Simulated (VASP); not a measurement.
# SrTe (Fm-3m) in VASP: settings compared

The runs below take SrTe through single point, with PBE, r2SCAN, HSE06.

Program: VASP 6.6.1. These are calculated values, not measurements. Logs are shortened: lines on timing, memory, paths and dates and some standing lists are left out, and cuts for length are marked.

## 1. The cell of the first run

The structure is cubic, space group Fm-3m (No. 225). Conventional cell: a = 6.706 Å, b = 6.706 Å, c = 6.706 Å, α = 90.00°, β = 90.00°, γ = 90.00°. Sr (site symmetry m-3m) has 6 Te at 3.35 Å within 4.4 Å. Within 4.4 Å of Te (site symmetry m-3m) lie 6 Sr at 3.35 Å.

## 2. Single point, PBE

INCAR

```
PREC = Accurate ; ENCUT = 500
EDIFF = 1E-6 ; ISMEAR = 0
SIGMA = 0.01 ; LREAL = F
LASPH = T ; NELM = 120
ALGO = Normal ; ISIF = 2
LWAVE = F ; LCHARG = T
GGA = PE ; LELF = T
LVHAR = T ; NBANDS = 15
GGA_COMPAT = F
```

KPOINTS

```
regular mesh
0
Gamma
  6 6 6
```

POSCAR

```
SrTe
1.0
    0.0000000000      3.3527582020      3.3527582020
    3.3527582020      0.0000000000      3.3527582020
    3.3527582020      3.3527582020      0.0000000000
Sr Te
1 1
Direct
    0.0000000000      0.0000000000      0.0000000000
    0.5000000000      0.5000000000      0.5000000000
```

Potentials or basis: VASP PAW PBE potentials, release 64 (Sr_sv, Te).

Run with:

```sh
$ cat potpaw_PBE.64/Sr_sv/POTCAR potpaw_PBE.64/Te/POTCAR > POTCAR
$ mpirun -np 1 vasp_std > vasp.out
```

OUTCAR:

```text
PREC = Accurate
   ENCUT = 500
   EDIFF = 1E-6
   ISMEAR = 0
   LREAL = F
   LASPH = T
   NELM = 120
   ISIF = 2
   GGA = PE

 ion  position               nearest neighbor table
   1  0.000  0.000  0.000-   2 3.35   2 3.35   2 3.35   2 3.35   2 3.35   2 3.35
   2  0.500  0.500  0.500-   1 3.35   1 3.35   1 3.35   1 3.35   1 3.35   1 3.35

  LATTYP: Found a face centered cubic cell.
 ALAT       =     6.7055164040

  Lattice vectors:

 A1 = (   0.0000000000,   3.3527582020,   3.3527582020)
 A2 = (   3.3527582020,   0.0000000000,   3.3527582020)
 A3 = (   3.3527582020,   3.3527582020,   0.0000000000)

Analysis of symmetry for initial positions (statically):
=====================================================================
 Subroutine PRICEL returns:
 Original cell was already a primitive cell.

 Routine SETGRP: Setting up the symmetry group for a
 face centered cubic supercell.

 Subroutine GETGRP returns: Found 48 space group operations
 (whereof 48 operations were pure point group operations)
 out of a pool of 48 trial point group operations.

The static configuration has the point symmetry O_h .

Analysis of symmetry for dynamics (positions and initial velocities):
=====================================================================
 Subroutine PRICEL returns:
 Original cell was already a primitive cell.

 Routine SETGRP: Setting up the symmetry group for a
 face centered cubic supercell.

 Subroutine GETGRP returns: Found 48 space group operations
 (whereof 48 operations were pure point group operations)
 out of a pool of 48 trial point group operations.

The dynamic configuration has the point symmetry O_h .

 Subroutine INISYM returns: Found 48 space group operations
 (whereof 48 operations are pure point group operations),
 and found     1 'primitive' translations

----------------------------------------------------------------------------------------

                                     Primitive cell

  volume of cell :      75.3766

  direct lattice vectors                    reciprocal lattice vectors
     0.000000000  3.352758202  3.352758202    -0.149130945  0.149130945  0.149130945
     3.352758202  0.000000000  3.352758202     0.149130945 -0.149130945  0.149130945
     3.352758202  3.352758202  0.000000000     0.149130945  0.149130945 -0.149130945

  length of vectors
     4.741516121  4.741516121  4.741516121     0.258302374  0.258302374  0.258302374

  position of ions in fractional coordinates (direct lattice)
     0.000000000  0.000000000  0.000000000
     0.500000000  0.500000000  0.500000000

  ion indices of the primitive-cell ions
   primitive index   ion index
                 1           1
                 2           2

----------------------------------------------------------------------------------------

 KPOINTS: regular mesh

Automatic generation of k-mesh.
 Grid dimensions read from file:
 generate k-points for:    6    6    6

 Generating k-lattice:

  Cartesian coordinates                     Fractional coordinates (reciprocal lattice)
    -0.024855158  0.024855158  0.024855158     0.166666667  0.000000000  0.000000000
     0.024855158 -0.024855158  0.024855158     0.000000000  0.166666667  0.000000000
     0.024855158  0.024855158 -0.024855158     0.000000000  0.000000000  0.166666667

  Length of vectors
     0.043050396  0.043050396  0.043050396

  Shift w.r.t. Gamma in fractional coordinates (k-lattice)
     0.000000000  0.000000000  0.000000000

 Subroutine IBZKPT returns following result:
 ===========================================

 Found     16 irreducible k-points:

 Following reciprocal coordinates:
            Coordinates               Weight
  0.000000  0.000000  0.000000      1.000000
  0.166667  0.000000  0.000000      8.000000
  0.333333  0.000000  0.000000      8.000000
  0.500000  0.000000  0.000000      4.000000
  0.166667  0.166667  0.000000      6.000000
  0.333333  0.166667  0.000000     24.000000
[... 8 lines left out ...]
 -0.333333  0.333333  0.166667     24.000000
 -0.333333  0.500000  0.166667     12.000000
   k-points           NKPTS =     16   k-points in BZ     NKDIM =     16   number of bands    NBANDS=     15
   number of dos      NEDOS =    301   number of ions     NIONS =      2
   total plane-waves  NPLWV =  46656
   dimension x,y,z NGX =    36 NGY =   36 NGZ =   36
   dimension x,y,z NGXF=    72 NGYF=   72 NGZF=   72
   ions per type =               1   1
   NGX,Y,Z   is equivalent  to a cutoff of  12.62, 12.62, 12.62 a.u.
   NGXF,Y,Z  is equivalent  to a cutoff of  25.24, 25.24, 25.24 a.u.
 SYSTEM =  unknown system
   PREC   = accura    normal or accurate (medium, high low for compatibility)
   ISTART =      0    job   : 0-new  1-cont  2-samecut
   ICHARG =      2    charge: 1-file 2-atom 10-const
   ISPIN  =      1    spin polarized calculation?
   LNONCOLLINEAR =      F non collinear calculations
   LSORBIT =      F    spin-orbit coupling
   LASPH  =      T    aspherical Exc in radial PAW
   ENCUT  =  500.0 eV  36.75 Ry    6.06 a.u.   8.64  8.64  8.64*2*pi/ulx,y,z
   NELM   =    120;   NELMIN=  2; NELMDL= -5     # of ELM steps
   EDIFF  = 0.1E-05   stopping-criterion for ELM
   LREAL  =      F    real-space projection
   EDIFFG = 0.1E-04   stopping-criterion for IOM
   NSW    =      0    number of steps for IOM
   IBRION =     -1    ionic relax: 0-MD 1-quasi-New 2-CG
   NFREE  =      0    steps in history (QN), initial steepest desc. (CG)
   ISIF   =      2    stress and relaxation
   ISYM   =      2    0-nonsym 1-usesym 2-fastsym
   POTIM  = 0.5000    time-step for ionic-motion
   TEBEG  =    0.0;   TEEND  =   0.0 temperature during run
   PSTRESS=    0.0 pullay stress
   NELECT =      16.0000    total number of electrons
   NUPDOWN=      -1.0000    fix difference up-down
   EMIN   =  10.00;   EMAX   =-10.00  energy-range for DOS
   EFERMI =   0.00;   METHOD = LEGACY
   ISMEAR =     0;   SIGMA  =   0.01  broadening in eV -4-tet -1-fermi 0-gaus
   EFERMI_NEDOS =   21; number of points for ismear=-14 and -15
   IALGO  =     38    algorithm
   IMIX   =      4    mixing-type and parameters
     AMIX     =   0.40;   BMIX     =  1.00
     AMIX_MAG =   1.60;   BMIX_MAG =  1.00
  volume/ion in A,a.u.               =      37.69       254.33
  Fermi-wavevector in a.u.,A,eV,Ry     =   0.976568  1.845446 12.975679  0.953686
  Thomas-Fermi vector in A             =   2.107197
   LORBIT       =      0    0 simple, 1 ext, 2 COOP (PROOUT), +10 PAW based schemes
   GGA     = PE    functional components
   LHFCALC =     F    Hartree Fock is set to
   AEXX    =    0.0000 exact exchange contribution
   IVDW    =     0    specifies the selected vdW correction
   LEPSILON=     F    determine dielectric tensor
   LRPA    =     F    only Hartree local field effects (RPA)
 non-spin polarized calculation
 Gauss-broadening in eV      SIGMA  =   0.01
  energy-cutoff  :      500.00
  volume of cell :       75.38
 maximum number of plane-waves:      1936
 NGX is ok and might be reduce to    36
   NGX = 17   NGY = 17   NGZ = 17

 number of electron      16.0000000 magnetization

 Free energy of the ion-electron system (eV)
  ---------------------------------------------------
  ext. energy  EPLUGINS =         0.00000000
  ---------------------------------------------------
  free energy    TOTEN  =        -8.26740352 eV

  energy without entropy =       -8.26740352  energy(sigma->0) =       -8.26740352

 E-fermi :   2.7711     XC(G=0):  -8.4360

 val. band max:        2.7102434298   @ k =   0.0000   0.0000   0.0000
 cond. band min:       4.4554593816   @ k =   0.5000   0.5000   0.0000
 fundamental gap:      1.7452159518
 Fermi energy:         2.7711163554

 k-point     1 :       0.0000    0.0000    0.0000
  band No.  band energies     occupation
      1     -32.0236      2.00000
      2     -14.0101      2.00000
      3     -14.0101      2.00000
      4     -14.0101      2.00000
      5      -7.2069      2.00000
      6       2.7102      2.00000
      7       2.7102      2.00000
      8       2.7102      2.00000
      9       5.4746      0.00000
     10       5.9980      0.00000
     11       5.9980      0.00000
     12       5.9980      0.00000
     13       6.6238      0.00000
     14       6.6238      0.00000
     15      10.2064      0.00000

 k-point     2 :       0.1667    0.0000    0.0000
  band No.  band energies     occupation
      1     -32.0227      2.00000
      2     -14.0396      2.00000
      3     -14.0114      2.00000
      4     -14.0114      2.00000
      5      -7.0678      2.00000
      6       1.6976      2.00000
      7       2.3603      2.00000
      8       2.3603      2.00000
      9       5.8478      0.00000
     10       6.3440      0.00000
     11       6.3440      0.00000
     12       6.8641      0.00000
     13       7.3127      0.00000
     14       7.3127      0.00000
     15      11.0095      0.00000

 k-point     3 :       0.3333    0.0000    0.0000
  band No.  band energies     occupation
      1     -32.0208      2.00000
      2     -14.0971      2.00000
      3     -14.0141      2.00000
      4     -14.0141      2.00000
      5      -6.7683      2.00000
      6       0.4407      2.00000
      7       1.8458      2.00000
      8       1.8458      2.00000
      9       6.1147      0.00000
     10       7.1984      0.00000
     11       7.1984      0.00000
     12       8.2924      0.00000
     13       8.8045      0.00000
     14       8.8045      0.00000
     15      10.6700      0.00000
[... 199 lines left out ...]
 k-point    15 :      -0.3333    0.3333    0.1667
  band No.  band energies     occupation
      1     -32.0188      2.00000
      2     -14.0882      2.00000
      3     -14.0526      2.00000
      4     -14.0323      2.00000
      5      -6.6615      2.00000
      6       0.6208      2.00000
      7       1.2710      2.00000
      8       1.5711      2.00000
      9       6.6628      0.00000
     10       6.6701      0.00000
     11       7.8122      0.00000
     12       8.4221      0.00000
     13       8.5928      0.00000
     14       9.6485      0.00000
     15      10.8226      0.00000

 k-point    16 :      -0.3333    0.5000    0.1667
  band No.  band energies     occupation
      1     -32.0185      2.00000
      2     -14.0765      2.00000
      3     -14.0533      2.00000
      4     -14.0472      2.00000
      5      -6.7045      2.00000
      6       0.9423      2.00000
      7       1.3948      2.00000
      8       1.4785      2.00000
      9       5.5945      0.00000
     10       7.0581      0.00000
     11       7.7045      0.00000
     12       8.3414      0.00000
     13       8.8127      0.00000
     14       9.0510      0.00000
     15      11.1215      0.00000

------------------------ aborting loop because EDIFF is reached ----------------------------------------

  FORCE on cell =-STRESS in cart. coord.  units (eV):
  Direction    XX          YY          ZZ          XY          YZ          ZX
  --------------------------------------------------------------------------------------
  -------------------------------------------------------------------------------------
  Total        0.1327445      0.1327445      0.1327445      0.0000000      0.0000000      0.0000000
  in kB        2.8215666      2.8215666      2.8215666      0.0000000      0.0000000      0.0000000
  external PRESSURE =       2.8215666 kB  Pullay stress =       0.0000000 kB

 VOLUME and BASIS-vectors are now :
 -----------------------------------------------------------------------------
  energy-cutoff  :      500.00
  volume of cell :       75.38
      direct lattice vectors                 reciprocal lattice vectors
     0.000000000  3.352758202  3.352758202    -0.149130945  0.149130945  0.149130945
     3.352758202  0.000000000  3.352758202     0.149130945 -0.149130945  0.149130945
     3.352758202  3.352758202  0.000000000     0.149130945  0.149130945 -0.149130945

 POSITION                                       TOTAL-FORCE (eV/Angst)
 -----------------------------------------------------------------------------------
      0.00000      0.00000      0.00000         0.000000      0.000000      0.000000
      3.35276      3.35276      3.35276        -0.000000     -0.000000     -0.000000
 -----------------------------------------------------------------------------------
    total drift:                                0.000000      0.000000      0.000000

  FREE ENERGIE OF THE ION-ELECTRON SYSTEM (eV)
  ---------------------------------------------------
  free  energy   TOTEN  =        -8.2674035246 eV

  energy  without entropy=       -8.2674035246  energy(sigma->0) =       -8.26740352
```

It took 12 s on 1 thread of Intel Xeon Platinum 8488C (Sapphire Rapids), shared host; peak memory 0.21 GiB.

What came out:

| Property | Result |
| --- | --- |
| Free energy | -8.2674 eV |
| Pressure | 0.3 GPa |
| Band gap on the k mesh | 1.75 eV (least direct gap 2.47 eV) |

Levels at points of the mesh, in eV from the valence-band top:
```csv
k point,band 4,band 5,band 6,band 7,band 8,band 9,band 10,band 11,band 12,band 13
"(0.00, 0.00, 0.00)",-16.72,-9.92,0.00,0.00,0.00,2.76,3.29,3.29,3.29,3.91
"(0.50, 0.00, 0.00)",-16.73,-9.31,-2.77,-1.07,-1.07,3.85,5.12,5.30,5.30,6.64
"(0.50, 0.50, 0.00)",-16.75,-9.48,-1.94,-0.73,-0.73,1.75,3.83,4.79,6.02,6.09
```

Caveat: spin-orbit coupling is left out, which moves the levels of the heavy elements.

## 3. Single point, PBE

INCAR

```
SYSTEM = SrTe
PREC     = Accurate       ! precision mode
ENCUT    = 500            ! plane-wave cutoff, eV
EDIFF    = 1E-6           ! SCF threshold, eV
ISMEAR   = 0              ! smearing method
SIGMA    = 0.01           ! smearing width, eV
LREAL    = .False.        ! projectors in reciprocal space
LASPH    = .True.         ! aspherical terms in the spheres
NELM     = 120            ! most SCF steps
ALGO     = Normal         ! electronic algorithm
ISIF     = 2              ! what is computed and relaxed
LWAVE    = .False.        ! write WAVECAR
LCHARG   = .False.        ! write CHGCAR
GGA      = PE             ! functional
NBANDS   = 15             ! bands
GGA_COMPAT= .False.
```

KPOINTS

```
regular mesh
0
Gamma
  6 6 6
  0 0 0
```

POSCAR is that of step 2.

Potentials or basis: VASP PAW PBE potentials, release 64 (Sr_sv, Te).

Run with:

```sh
$ cat potpaw_PBE.64/Sr_sv/POTCAR potpaw_PBE.64/Te/POTCAR > POTCAR
$ mpirun -np 1 vasp_std > vasp.out
```

It took 12 s on 1 thread of Intel Xeon Platinum 8488C (Sapphire Rapids), shared host; peak memory 0.21 GiB.

Results (log left out):

```
Free energy            : -8.2674 eV
Pressure               : 0.3 GPa
Band gap on the k mesh : 1.75 eV (least direct gap 2.47 eV)
```

Levels at points of the mesh, in eV from the valence-band top:
```csv
k point,band 6,band 7,band 8,band 9,band 10,band 11
"(0.00, 0.00, 0.00)",0.00,0.00,0.00,2.76,3.29,3.29
"(0.50, 0.00, 0.00)",-2.77,-1.07,-1.07,3.85,5.12,5.30
"(0.50, 0.50, 0.00)",-1.94,-0.73,-0.73,1.75,3.83,4.79
```

Caveat: spin-orbit coupling is left out, which moves the levels of the heavy elements. A k mesh can miss the band edges.

[end of part 1 of 2]
